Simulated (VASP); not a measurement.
TaC3: single point with PBE

The system is TaC3.

```
Ta C
1.0
     4.86225    0.00000    0.00000
    -2.43113    4.21083    0.00000
     0.00000    0.00000    3.90271
Ta C
2 6
Direct
  0.33333 0.66667 0.25000
  0.66667 0.33333 0.75000
  0.83300 0.66600 0.25000
  0.16700 0.83300 0.75000
  0.33400 0.16700 0.25000
  0.16700 0.33400 0.75000
  0.83300 0.16700 0.25000
  0.66600 0.83300 0.75000
```

| Property | Result |
| --- | --- |
| Program | VASP 6.6.1 |
| Task | single point |
| Functional | PBE |
| Potentials or basis | VASP PAW PBE potentials, release 64 (Ta_pv, C) |
| Cutoff | 520 eV |
| k mesh | 6 × 6 × 6 |
| Occupations | gaussian, width 0.1 eV |
| Spin | no spin polarisation |
| Dipole correction | no |
| Further INCAR settings | ALGO = Normal; EDIFF = 1e-06; NBANDS = 33 |

```
Pressure               : -21.3 GPa
Largest force          : 0.267 eV/Å
Band gap on the k mesh : zero (bands 23 and 24 overlap by 2.91 eV)
```

Forces on the atoms (eV/Å):
```
Ta   0.000  0.000  0.000
Ta   0.000  0.000  0.000
C    0.000 -0.267  0.000
C    0.231 -0.133  0.000
C    0.231  0.133  0.000
C    0.000  0.267  0.000
C   -0.231  0.133  0.000
C   -0.231 -0.133  0.000
```

Stress tensor (GPa, compression positive):
```
-33.14   0.00   0.00
  0.00 -33.14   0.00
  0.00   0.00   2.28
```

Levels at points of the mesh, in eV from the Fermi level:
| k point | band 19 | band 20 | band 21 | band 22 | band 23 | band 24 | band 25 | band 26 | band 27 | band 28 |
| --- | --- | --- | --- | --- | --- | --- | --- | --- | --- | --- |
| (0.00, 0.00, 0.00) | -3.14 | -2.44 | -2.44 | -1.88 | -1.88 | 0.40 | 1.09 | 1.09 | 1.79 | 2.69 |
| (0.50, 0.00, 0.00) | -2.46 | -2.37 | -0.82 | -0.69 | -0.04 | 0.37 | 0.37 | 0.55 | 0.84 | 0.93 |
| (0.00, 0.00, 0.50) | -2.29 | -2.29 | 1.69 | 1.69 | 1.69 | 1.69 | 1.84 | 1.84 | 2.10 | 2.10 |
| (0.50, 0.00, 0.50) | -1.91 | -1.91 | -1.39 | -1.39 | -0.80 | -0.80 | 1.05 | 1.05 | 1.63 | 1.63 |

Run time: 2.1 min on 1 thread of AMD EPYC 7R13 (shared host), peak memory 0.19 GiB.

Caveat: the stress differs along the axes, from -33 to 2 GPa; spin-orbit coupling is left out, which moves the levels of the heavy elements.
